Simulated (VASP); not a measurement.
# O (P2/c) in VASP: a series of runs, part 2 of 3

VASP 6.6.1. Earlier steps stand in the parts before.

### Step 4. Single point, PBE

This run uses another cell than the first one, of 11.30 Å³/atom.

File INCAR:

```
PREC     = Accurate       # precision mode
ENCUT    = 520            # plane-wave cutoff, eV
EDIFF    = 1E-6           # SCF threshold, eV
ISMEAR   = -1             # smearing method
SIGMA    = 0.02           # smearing width, eV
LREAL    = F              # projectors in reciprocal space
LASPH    = T              # aspherical terms in the spheres
NELM     = 80             # most SCF steps
ALGO     = Normal         # electronic algorithm
ISIF     = 2              # what is computed and relaxed
LWAVE    = F              # write WAVECAR
LCHARG   = F              # write CHGCAR
GGA      = PE             # functional
NBANDS   = 20             # bands
```

File KPOINTS:

```
regular mesh
0
Gamma
  8 6 10
```

File POSCAR:

```
O
1.0
    4.0422516979      0.0000000000     -0.0511314365
    0.0000000000      4.0261634352      0.0000000000
   -1.0645949049      0.0000000000      2.7914438287
O
4
Direct
    0.3398634903      0.6842025460      0.6702336468
    0.6601365097      0.6842025460      0.8297663532
    0.6601365097      0.3157974540      0.3297663532
    0.3398634903      0.3157974540      0.1702336468
```

The run is started by

```bash
> cat potpaw_PBE.64/O/POTCAR > POTCAR
> mpirun -np 1 vasp_std > vasp.out
```

It took 2.5 min on 1 thread of Intel Xeon 8259CL, shared host; peak memory 0.23 GiB.

Results (log left out):

```yaml
Free_energy: -19.6776 eV
Pressure: 9.5 GPa
Largest_force: 2.027 eV/Å
Band_gap_on_the_k_mesh: 0.91 eV (least direct gap 0.94 eV)
```

Forces in eV/Å, atoms in the order of the input:
```
O   -1.892  0.083 -0.722
O    1.892  0.083  0.722
O    1.892 -0.083  0.722
O   -1.892 -0.083 -0.722
```

Stress tensor (GPa, compression positive):
```
18.35  0.00  5.27
 0.00  3.64  0.00
 5.27  0.00  6.53
```

Levels at points of the mesh, in eV from the valence-band top:
```
           k point  band 10  band 11  band 12  band 13  band 14  band 15
(0.00, 0.00, 0.00)    -4.61    -0.57    -0.50     1.88     1.93     9.12
(0.50, 0.00, 0.00)    -4.70    -1.07    -0.15     1.91     2.10     7.19
(0.00, 0.50, 0.00)    -4.90    -0.36     0.00     1.22     1.73    10.11
(0.50, 0.50, 0.00)    -4.98    -0.17    -0.04     0.91     1.95     8.07
(0.00, 0.00, 0.50)    -5.01    -0.97    -0.97     1.68     1.68    10.05
(0.50, 0.00, 0.50)    -5.01    -0.97    -0.97     1.68     1.68    10.04
(0.00, 0.50, 0.50)    -4.36    -1.46    -1.46     2.26     2.26    10.16
(0.50, 0.50, 0.50)    -4.36    -1.46    -1.46     2.26     2.26    10.15
```

Caveat: the standard files for N, O and F lose accuracy on very short bonds; spin is off for a triplet molecule; the cell stands under pressure; this functional lacks dispersion, which holds the molecules together, so the pressure and a relaxed volume are unreliable; forces of over 1 eV/Å act on the atoms, so gaps and moduli don't describe the material at rest.

### Step 5. Single point, PBE (uniaxial x strain +0.7%)

File INCAR:

```
ALGO     = Normal         # electronic algorithm
EDIFF    = 1E-7           # SCF threshold, eV
ENCUT    = 520            # plane-wave cutoff, eV
GGA      = PE             # functional
ISIF     = 2              # what is computed and relaxed
ISMEAR   = -1             # smearing method
LASPH    = T              # aspherical terms in the spheres
LCHARG   = T              # write CHGCAR
LELF     = T              # ELF
LREAL    = F              # projectors in reciprocal space
LVHAR    = T            
LWAVE    = F              # write WAVECAR
NBANDS   = 20             # bands
NELM     = 100            # most SCF steps
PREC     = Accurate       # precision mode
SIGMA    = 0.02           # smearing width, eV
```

File KPOINTS:

```
k-points
0
Gamma
  8 6 10
```

File POSCAR:

```
O
1.0
    4.0689305591      0.0000000000     -0.0511314365
    0.0000000000      4.0261634352      0.0000000000
   -1.0716212313      0.0000000000      2.7914438287
O
4
Direct
    0.3407721668      0.6840618692      0.6697834721
    0.6592278332      0.6840618692      0.8302165279
    0.6592278332      0.3159381308      0.3302165279
    0.3407721668      0.3159381308      0.1697834721
```

Potentials or basis: VASP PAW PBE potentials, release 64 (O).

The run is started by

```bash
> cat potpaw_PBE.64/O/POTCAR > POTCAR
> mpirun -np 1 vasp_std > vasp.out
```

OUTCAR:

```text
EDIFF = 1E-7
   ENCUT = 520
   GGA = PE
   ISIF = 2
   ISMEAR = -1
   LASPH = T
   LREAL = F
   NELM = 100
   PREC = Accurate

 ion  position               nearest neighbor table
   1  0.341  0.684  0.670-   2 1.20
   2  0.659  0.684  0.830-   1 1.20
   3  0.659  0.316  0.330-   4 1.20
   4  0.341  0.316  0.170-   3 1.20

  LATTYP: Found a simple monoclinic cell.
 ALAT       =     2.9900720246
 B/A-ratio  =     1.3465105195
 C/A-ratio  =     1.3582211428
 COS(beta)  =    -0.3654260231

  Lattice vectors:

 A1 = (  -1.0716212313,   0.0000000000,   2.7914438287)
 A2 = (   0.0000000000,   4.0261634352,   0.0000000000)
 A3 = (  -2.9973093278,   0.0000000000,  -2.7403123922)

Analysis of symmetry for initial positions (statically):
=====================================================================
 Subroutine PRICEL returns:
 Original cell was already a primitive cell.

 Routine SETGRP: Setting up the symmetry group for a
 simple monoclinic supercell.

 Subroutine GETGRP returns: Found  4 space group operations
 (whereof  2 operations were pure point group operations)
 out of a pool of  4 trial point group operations.

The static configuration has the point symmetry S_2 .
 The point group associated with its full space group is C_2h.

Analysis of symmetry for dynamics (positions and initial velocities):
=====================================================================
 Subroutine PRICEL returns:
 Original cell was already a primitive cell.

 Routine SETGRP: Setting up the symmetry group for a
 simple monoclinic supercell.

 Subroutine GETGRP returns: Found  4 space group operations
 (whereof  2 operations were pure point group operations)
 out of a pool of  4 trial point group operations.

[... 118 lines left out ...]
   EMIN   =  10.00;   EMAX   =-10.00  energy-range for DOS
   EFERMI =   0.00;   METHOD = LEGACY
   ISMEAR =    -1;   SIGMA  =   0.02  broadening in eV -4-tet -1-fermi 0-gaus
   EFERMI_NEDOS =   21; number of points for ismear=-14 and -15
   IALGO  =     38    algorithm
   IMIX   =      4    mixing-type and parameters
     AMIX     =   0.40;   BMIX     =  1.00
     AMIX_MAG =   1.60;   BMIX_MAG =  1.00
  volume/ion in A,a.u.               =      11.38        76.78
  Fermi-wavevector in a.u.,A,eV,Ry     =   1.322651  2.499447 23.802092  1.749404
  Thomas-Fermi vector in A             =   2.452316
   LORBIT       =      0    0 simple, 1 ext, 2 COOP (PROOUT), +10 PAW based schemes
   GGA     = PE    functional components
   LHFCALC =     F    Hartree Fock is set to
   AEXX    =    0.0000 exact exchange contribution
   IVDW    =     0    specifies the selected vdW correction
   LEPSILON=     F    determine dielectric tensor
   LRPA    =     F    only Hartree local field effects (RPA)
 non-spin polarized calculation
  energy-cutoff  :      520.00
  volume of cell :       45.51
 maximum number of plane-waves:      1244
   NGX = 15   NGY = 15   NGZ = 11

 number of electron      23.9999988 magnetization

 Free energy of the ion-electron system (eV)
  ---------------------------------------------------
  ext. energy  EPLUGINS =         0.00000000
  ---------------------------------------------------
  free energy    TOTEN  =       -19.68440654 eV

  energy without entropy =      -19.68440654  energy(sigma->0) =      -19.68440654

 E-fermi :   0.5049     XC(G=0):  -9.2365

 val. band max:        0.0391718119   @ k =   0.0000   0.5000   0.0000
 cond. band min:       0.9476850826   @ k =   0.5000   0.5000   0.0000
 fundamental gap:      0.9085132707
 Fermi energy:         0.5048613082

 k-point     1 :       0.0000    0.0000    0.0000
  band No.  band energies     occupation
      1     -27.5875      2.00000
      2     -25.8082      2.00000
      3     -14.4387      2.00000
      4     -12.2313      2.00000
      5      -8.8167      2.00000
      6      -7.8970      2.00000
[... 541 lines left out ...]
     19      13.1039      0.00000
     20      18.1599      0.00000

 [... further k-points ...]

------------------------ aborting loop because EDIFF is reached ----------------------------------------

  FORCE on cell =-STRESS in cart. coord.  units (eV):
  Direction    XX          YY          ZZ          XY          YZ          ZX
  --------------------------------------------------------------------------------------
  -------------------------------------------------------------------------------------
  Total        5.1057814      1.0233165      1.8225520      0.0000000      0.0000000      1.4806021
  in kB      179.7514462     36.0263411     64.1638059      0.0000000      0.0000000     52.1252951
  external PRESSURE =      93.3138644 kB  Pullay stress =       0.0000000 kB

 VOLUME and BASIS-vectors are now :
 -----------------------------------------------------------------------------
  energy-cutoff  :      520.00
  volume of cell :       45.51
      direct lattice vectors                 reciprocal lattice vectors
     4.068930559  0.000000000 -0.051131437     0.246956175  0.000000000  0.094805232
     0.000000000  4.026163435  0.000000000     0.000000000  0.248375412  0.000000000
    -1.071621231  0.000000000  2.791443829     0.004523546  0.000000000  0.359974117

 POSITION                                       TOTAL-FORCE (eV/Angst)
 -----------------------------------------------------------------------------------
      0.66882      2.75414      1.85224        -1.893755      0.085095     -0.725768
      1.79267      2.75414      2.28380         1.893755      0.085095      0.725768
      2.32849      1.27202      0.88807         1.893755     -0.085095      0.725768
      1.20463      1.27202      0.45652        -1.893755     -0.085095     -0.725768
 -----------------------------------------------------------------------------------
    total drift:                               -0.000000      0.000000     -0.000000

  FREE ENERGIE OF THE ION-ELECTRON SYSTEM (eV)
  ---------------------------------------------------
  free  energy   TOTEN  =       -19.6844065362 eV

  energy  without entropy=      -19.6844065362  energy(sigma->0) =      -19.68440654
```

OSZICAR:

```text
N       E                     dE             d eps       ncg     rms          rms(c)
DAV:   1     0.131277214366E+03    0.13128E+03   -0.14043E+04  6752   0.115E+03
DAV:   2    -0.141569695994E+02   -0.14543E+03   -0.14137E+03  8872   0.273E+02
DAV:   3    -0.203131187680E+02   -0.61561E+01   -0.61200E+01  8340   0.554E+01
DAV:   4    -0.203489432447E+02   -0.35824E-01   -0.35820E-01  7764   0.474E+00
DAV:   5    -0.203491625838E+02   -0.21934E-03   -0.21934E-03  8248   0.331E-01    0.665E+00
DAV:   6    -0.197971508929E+02    0.55201E+00   -0.46204E-01  7448   0.602E+00    0.352E+00
DAV:   7    -0.196798316313E+02    0.11732E+00   -0.46926E-01  7912   0.573E+00    0.703E-01
DAV:   8    -0.196849089079E+02   -0.50773E-02   -0.50164E-02  6944   0.169E+00    0.151E-01
DAV:   9    -0.196844813821E+02    0.42753E-03   -0.24641E-03  7512   0.417E-01    0.832E-02
DAV:  10    -0.196844063472E+02    0.75035E-04   -0.23413E-04  7532   0.144E-01    0.137E-02
DAV:  11    -0.196844109803E+02   -0.46331E-05   -0.48955E-05  8188   0.556E-02    0.149E-02
DAV:  12    -0.196844064373E+02    0.45430E-05   -0.95960E-06  7440   0.244E-02    0.242E-03
DAV:  13    -0.196844065388E+02   -0.10149E-06   -0.73944E-07  7532   0.660E-03    0.229E-04
DAV:  14    -0.196844065362E+02    0.25964E-08   -0.61689E-09  4380   0.669E-04
   1 F= -.19684407E+02 E0= -.19684407E+02  d E =-.841319E-12
```

Wall time 2.6 min (1 thread of Intel Xeon 8259CL, shared host); peak memory 0.23 GiB.

Results:

```
Free energy            : -19.6844 eV
Pressure               : 9.3 GPa
Largest force          : 2.030 eV/Å
Band gap on the k mesh : 0.91 eV (least direct gap 0.96 eV)
```

Forces in eV/Å, atoms in the order of the input:
```
O   -1.894  0.085 -0.726
O    1.894  0.085  0.726
O    1.894 -0.085  0.726
O   -1.894 -0.085 -0.726
```

Stress tensor (GPa, compression positive):
```
17.98  0.00  5.21
 0.00  3.60  0.00
 5.21  0.00  6.42
```

Caveat: the cell differs from its parent crystal (uniaxial x strain +0.7%); the standard files for N, O and F lose accuracy on very short bonds; spin is off for a triplet molecule; the cell stands under pressure; this functional lacks dispersion, which holds the molecules together, so the pressure and a relaxed volume are unreliable; forces of over 1 eV/Å act on the atoms, so gaps and moduli don't describe the material at rest. A k mesh can miss the band edges.

(Part 2 of 3 ends here.)
